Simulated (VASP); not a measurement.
A run of VASP 6.6.1:

The input INCAR:

```
PREC = Accurate
ENCUT = 520
EDIFF = 1E-6
ISMEAR = 0
SIGMA = 0.01
LREAL = False
LASPH = True
NELM = 60
ALGO = Normal
ISIF = 2
LWAVE = False
LCHARG = False
GGA = PE
NBANDS = 17
```

Contents of KPOINTS:

```
regular mesh
0
Gamma
  4 4 4
```

The input POSCAR:

```
TePb
1.0
    0.0000000000      3.2351584693      3.2712309296
    3.2351584693      0.0000000000      3.2712309296
    3.2351584693      3.2351584693      0.0000000000
Pb Te
1 1
Direct
    0.0000000000      0.0000000000      0.0000000000
    0.5000000000      0.5000000000      0.5000000000
```

Potentials or basis: VASP PAW PBE potentials, release 64 (Pb_d, Te).

Command:

```sh
$ cat potpaw_PBE.64/Pb_d/POTCAR potpaw_PBE.64/Te/POTCAR > POTCAR
$ mpirun -np 1 vasp_std > vasp.out
```

Hardware: 1 thread of Intel(R) Xeon(R) 6975P-C (Granite Rapids), on a shared host.

Question: How long does it take, and how much memory?

Answer: Wall time 11 s on 1 thread of Intel(R) Xeon(R) 6975P-C (Granite Rapids) (shared host), peak memory 0.2 GiB. Counts: scf iterations 12, k points 13.
